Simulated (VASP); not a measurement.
# N (Pa-3) in VASP: single point with BLYP

Aim: the single point of N with BLYP.

Program: VASP 6.6.1. These are calculated values, not measurements. Logs are shortened: lines on timing, memory, paths and dates and some standing lists are left out, and cuts for length are marked.

## Step 1: The cell of the first run

The structure is cubic, space group Pa-3 (No. 205). The conventional cell has a = 7.645 Å, b = 7.645 Å, c = 7.645 Å, α = 90.00°, β = 90.00°, γ = 90.00°. Within 1.5 Å of N (site symmetry 3) lie 1 N at 1.10 Å.

## Step 2: Single point, BLYP

Input file INCAR:

```
PREC = Accurate
ENCUT = 520
EDIFF = 1E-6
ISMEAR = -1
SIGMA = 0.05
LREAL = F
LASPH = T
NELM = 80
ALGO = Normal
ISIF = 2
LWAVE = F
LCHARG = T
GGA = B5
ALDAX = 1.0
AGGAX = 1.0
AGGAC = 1.0
ALDAC = 0.0
LELF = T
LVHAR = T
NBANDS = 30
```

Input file KPOINTS:

```
regular mesh
0
Gamma
  3 3 3
```

Input file POSCAR:

```
N
1.0
    7.6447111312      0.0000000000      0.0000000000
    0.0000000000      7.6447111312      0.0000000000
    0.0000000000      0.0000000000      7.6447111312
N
8
Direct
    0.0415490733      0.0415490733      0.0415490733
    0.4584509267      0.9584509267      0.5415490733
    0.5415490733      0.4584509267      0.9584509267
    0.9584509267      0.5415490733      0.4584509267
    0.9584509267      0.9584509267      0.9584509267
    0.5415490733      0.0415490733      0.4584509267
    0.4584509267      0.5415490733      0.0415490733
    0.0415490733      0.4584509267      0.5415490733
```

Potentials or basis: VASP PAW PBE potentials, release 64 (N).

Command:

```
cat potpaw_PBE.64/N/POTCAR > POTCAR
mpirun -np 1 vasp_std > vasp.out
```

OUTCAR:

```text
PREC = Accurate
   ENCUT = 520
   EDIFF = 1E-6
   ISMEAR = -1
   LREAL = F
   LASPH = T
   NELM = 80
   ISIF = 2
   GGA = B5

 ion  position               nearest neighbor table
   1  0.042  0.042  0.042-   5 1.10
   2  0.458  0.958  0.542-   6 1.10
   3  0.542  0.458  0.958-   7 1.10
   4  0.958  0.542  0.458-   8 1.10
   5  0.958  0.958  0.958-   1 1.10
   6  0.542  0.042  0.458-   2 1.10
   7  0.458  0.542  0.042-   3 1.10
   8  0.042  0.458  0.542-   4 1.10

  LATTYP: Found a simple cubic cell.
 ALAT       =     7.6447111312

  Lattice vectors:

 A1 = (   7.6447111312,   0.0000000000,   0.0000000000)
 A2 = (   0.0000000000,   7.6447111312,   0.0000000000)
 A3 = (   0.0000000000,   0.0000000000,   7.6447111312)

Analysis of symmetry for initial positions (statically):
=====================================================================
 Subroutine PRICEL returns:
 Original cell was already a primitive cell.

 Routine SETGRP: Setting up the symmetry group for a
 simple cubic supercell.

 Subroutine GETGRP returns: Found 24 space group operations
 (whereof  6 operations were pure point group operations)
 out of a pool of 48 trial point group operations.

The static configuration has the point symmetry S_6 .
 The point group associated with its full space group is T_h .

Analysis of symmetry for dynamics (positions and initial velocities):
=====================================================================
 Subroutine PRICEL returns:
 Original cell was already a primitive cell.

 Routine SETGRP: Setting up the symmetry group for a
 simple cubic supercell.

 Subroutine GETGRP returns: Found 24 space group operations
 (whereof  6 operations were pure point group operations)
 out of a pool of 48 trial point group operations.

The dynamic configuration has the point symmetry S_6 .
 The point group associated with its full space group is T_h .

 Subroutine INISYM returns: Found 24 space group operations
 (whereof  6 operations are pure point group operations),
 and found     1 'primitive' translations

----------------------------------------------------------------------------------------

                                     Primitive cell

  volume of cell :     446.7692

  direct lattice vectors                    reciprocal lattice vectors
     7.644711131  0.000000000  0.000000000     0.130809390  0.000000000  0.000000000
     0.000000000  7.644711131  0.000000000     0.000000000  0.130809390  0.000000000
     0.000000000  0.000000000  7.644711131     0.000000000  0.000000000  0.130809390

  length of vectors
     7.644711131  7.644711131  7.644711131     0.130809390  0.130809390  0.130809390

  position of ions in fractional coordinates (direct lattice)
     0.041549073  0.041549073  0.041549073
     0.458450927  0.958450927  0.541549073
     0.541549073  0.458450927  0.958450927
     0.958450927  0.541549073  0.458450927
     0.958450927  0.958450927  0.958450927
     0.541549073  0.041549073  0.458450927
     0.458450927  0.541549073  0.041549073
     0.041549073  0.458450927  0.541549073

  ion indices of the primitive-cell ions
   primitive index   ion index
                 1           1
                 2           2
                 3           3
                 4           4
                 5           5
                 6           6
                 7           7
                 8           8

----------------------------------------------------------------------------------------

 KPOINTS: regular mesh

Automatic generation of k-mesh.
 Grid dimensions read from file:
 generate k-points for:    3    3    3

 Generating k-lattice:

  Cartesian coordinates                     Fractional coordinates (reciprocal lattice)
     0.043603130  0.000000000  0.000000000     0.333333333  0.000000000  0.000000000
     0.000000000  0.043603130  0.000000000     0.000000000  0.333333333  0.000000000
     0.000000000  0.000000000  0.043603130     0.000000000  0.000000000  0.333333333

  Length of vectors
     0.043603130  0.043603130  0.043603130

  Shift w.r.t. Gamma in fractional coordinates (k-lattice)
     0.000000000  0.000000000  0.000000000

 Subroutine IBZKPT returns following result:
 ===========================================

 Found      4 irreducible k-points:

 Following reciprocal coordinates:
            Coordinates               Weight
  0.000000  0.000000  0.000000      1.000000
  0.333333  0.000000  0.000000      6.000000
  0.333333  0.333333  0.000000     12.000000
  0.333333  0.333333  0.333333      8.000000
   k-points           NKPTS =      4   k-points in BZ     NKDIM =      4   number of bands    NBANDS=     30
   number of dos      NEDOS =    301   number of ions     NIONS =      8
   total plane-waves  NPLWV = 216000
   dimension x,y,z NGX =    60 NGY =   60 NGZ =   60
   dimension x,y,z NGXF=   120 NGYF=  120 NGZF=  120
   ions per type =               8
   NGX,Y,Z   is equivalent  to a cutoff of  13.05, 13.05, 13.05 a.u.
   NGXF,Y,Z  is equivalent  to a cutoff of  26.10, 26.10, 26.10 a.u.
 SYSTEM =  unknown system
   PREC   = accura    normal or accurate (medium, high low for compatibility)
   ISTART =      0    job   : 0-new  1-cont  2-samecut
   ICHARG =      2    charge: 1-file 2-atom 10-const
   ISPIN  =      1    spin polarized calculation?
   LNONCOLLINEAR =      F non collinear calculations
   LSORBIT =      F    spin-orbit coupling
   LASPH  =      T    aspherical Exc in radial PAW
   ENCUT  =  520.0 eV  38.22 Ry    6.18 a.u.  14.21 14.21 14.21*2*pi/ulx,y,z
   NELM   =     80;   NELMIN=  2; NELMDL= -5     # of ELM steps
   EDIFF  = 0.1E-05   stopping-criterion for ELM
   LREAL  =      F    real-space projection
   EDIFFG = 0.1E-04   stopping-criterion for IOM
   NSW    =      0    number of steps for IOM
   IBRION =     -1    ionic relax: 0-MD 1-quasi-New 2-CG
   NFREE  =      0    steps in history (QN), initial steepest desc. (CG)
   ISIF   =      2    stress and relaxation
   ISYM   =      2    0-nonsym 1-usesym 2-fastsym
   POTIM  = 0.5000    time-step for ionic-motion
   TEBEG  =    0.0;   TEEND  =   0.0 temperature during run
   PSTRESS=    0.0 pullay stress
   NELECT =      40.0000    total number of electrons
   NUPDOWN=      -1.0000    fix difference up-down
   EMIN   =  10.00;   EMAX   =-10.00  energy-range for DOS
   EFERMI =   0.00;   METHOD = LEGACY
   ISMEAR =    -1;   SIGMA  =   0.05  broadening in eV -4-tet -1-fermi 0-gaus
   EFERMI_NEDOS =   21; number of points for ismear=-14 and -15
   IALGO  =     38    algorithm
   IMIX   =      4    mixing-type and parameters
     AMIX     =   0.40;   BMIX     =  1.00
     AMIX_MAG =   1.60;   BMIX_MAG =  1.00
  volume/ion in A,a.u.               =      55.85       376.87
  Fermi-wavevector in a.u.,A,eV,Ry     =   0.732375  1.383989  7.297808  0.536374
  Thomas-Fermi vector in A             =   1.824823
   LORBIT       =      0    0 simple, 1 ext, 2 COOP (PROOUT), +10 PAW based schemes
   GGA     = B5    functional components
   LHFCALC =     F    Hartree Fock is set to
   AEXX    =    0.0000 exact exchange contribution
   IVDW    =     0    specifies the selected vdW correction
   LEPSILON=     F    determine dielectric tensor
   LRPA    =     F    only Hartree local field effects (RPA)
 non-spin polarized calculation
  energy-cutoff  :      520.00
  volume of cell :      446.77
 maximum number of plane-waves:     12066
 NGX is ok and might be reduce to    60
   NGX = 29   NGY = 29   NGZ = 29

 number of electron      40.0000010 magnetization

 Free energy of the ion-electron system (eV)
  ---------------------------------------------------
  ext. energy  EPLUGINS =         0.00000000
  ---------------------------------------------------
  free energy    TOTEN  =       -64.54815553 eV

  energy without entropy =      -64.54815553  energy(sigma->0) =      -64.54815553

 E-fermi :  -7.4534     XC(G=0):  -3.5584

 val. band max:       -8.7742995024   @ k =   0.3333   0.0000   0.0000
 cond. band min:      -0.6519521429   @ k =   0.0000   0.0000   0.0000
 fundamental gap:      8.1223473595
 Fermi energy:        -7.4533678693

 k-point     1 :       0.0000    0.0000    0.0000
  band No.  band energies     occupation
      1     -26.8216      2.00000
      2     -26.8207      2.00000
      3     -26.8207      2.00000
      4     -26.8207      2.00000
      5     -11.9166      2.00000
      6     -11.9166      2.00000
[... 22 lines left out ...]
     29       0.7245      0.00000
     30       2.6282      0.00000

 k-point     2 :       0.3333    0.0000    0.0000
  band No.  band energies     occupation
      1     -26.8214      2.00000
      2     -26.8209      2.00000
      3     -26.8206      2.00000
      4     -26.8206      2.00000
      5     -11.9166      2.00000
      6     -11.9166      2.00000
[... 22 lines left out ...]
     29       0.9506      0.00000
     30       1.6778      0.00000

 k-point     3 :       0.3333    0.3333    0.0000
  band No.  band energies     occupation
      1     -26.8212      2.00000
      2     -26.8209      2.00000
      3     -26.8208      2.00000
      4     -26.8207      2.00000
      5     -11.9164      2.00000
      6     -11.9156      2.00000
[... 22 lines left out ...]
     29       1.1725      0.00000
     30       1.8842      0.00000

 k-point     4 :       0.3333    0.3333    0.3333
  band No.  band energies     occupation
      1     -26.8211      2.00000
      2     -26.8208      2.00000
      3     -26.8208      2.00000
      4     -26.8208      2.00000
      5     -11.9157      2.00000
      6     -11.9157      2.00000
[... 22 lines left out ...]
     29       1.3884      0.00000
     30       2.0256      0.00000

------------------------ aborting loop because EDIFF is reached ----------------------------------------

  FORCE on cell =-STRESS in cart. coord.  units (eV):
  Direction    XX          YY          ZZ          XY          YZ          ZX
  --------------------------------------------------------------------------------------
  -------------------------------------------------------------------------------------
  Total        2.2494104      2.2494104      2.2494104      0.0000000     -0.0000000     -0.0000000
  in kB        8.0667026      8.0667026      8.0667026      0.0000000     -0.0000000     -0.0000000
  external PRESSURE =       8.0667026 kB  Pullay stress =       0.0000000 kB

 VOLUME and BASIS-vectors are now :
 -----------------------------------------------------------------------------
  energy-cutoff  :      520.00
  volume of cell :      446.77
      direct lattice vectors                 reciprocal lattice vectors
     7.644711131  0.000000000  0.000000000     0.130809390  0.000000000  0.000000000
     0.000000000  7.644711131  0.000000000     0.000000000  0.130809390  0.000000000
     0.000000000  0.000000000  7.644711131     0.000000000  0.000000000  0.130809390

 POSITION                                       TOTAL-FORCE (eV/Angst)
 -----------------------------------------------------------------------------------
      0.31763      0.31763      0.31763         0.949995      0.949995      0.949995
      3.50472      7.32708      4.13999        -0.949995     -0.949995      0.949995
      4.13999      3.50472      7.32708         0.949995     -0.949995     -0.949995
      7.32708      4.13999      3.50472        -0.949995      0.949995     -0.949995
      7.32708      7.32708      7.32708        -0.949995     -0.949995     -0.949995
      4.13999      0.31763      3.50472         0.949995      0.949995     -0.949995
      3.50472      4.13999      0.31763        -0.949995      0.949995      0.949995
      0.31763      3.50472      4.13999         0.949995     -0.949995      0.949995
 -----------------------------------------------------------------------------------
    total drift:                                0.000000      0.000000      0.000000

  FREE ENERGIE OF THE ION-ELECTRON SYSTEM (eV)
  ---------------------------------------------------
  free  energy   TOTEN  =       -64.5481555307 eV

  energy  without entropy=      -64.5481555306  energy(sigma->0) =      -64.54815553
```

Run time: 3.8 min. Hardware: 1 thread of AMD EPYC 7R13, shared host; peak memory 0.45 GiB.

What came out:

```yaml
Free_energy: -64.5482 eV
Pressure: 0.8 GPa
Largest_force: 1.645 eV/Å
Band_gap_on_the_k_mesh: 8.12 eV
```

Forces in eV/Å, atoms in the order of the input:
```
N    0.950  0.950  0.950
N   -0.950 -0.950  0.950
N    0.950 -0.950 -0.950
N   -0.950  0.950 -0.950
N   -0.950 -0.950 -0.950
N    0.950  0.950 -0.950
N   -0.950  0.950  0.950
N    0.950 -0.950  0.950
```

Levels at points of the mesh, in eV from the valence-band top:
```tsv
k point	band 16	band 17	band 18	band 19	band 20	band 21	band 22	band 23	band 24	band 25
(0.00, 0.00, 0.00)	-1.29	-0.09	0.00	0.00	0.00	8.12	8.12	8.12	8.30	8.30
```

Caveat: the standard files for N, O and F lose accuracy on very short bonds; this functional lacks dispersion, which holds the molecules together, so the pressure and a relaxed volume are unreliable; the PAW data sets were made with another functional, which shifts forces and pressure a little; an odd mesh through Γ misses points on the zone boundary, where band edges can lie. BLYP gaps usually lie below the measured ones, often by a third to a half.
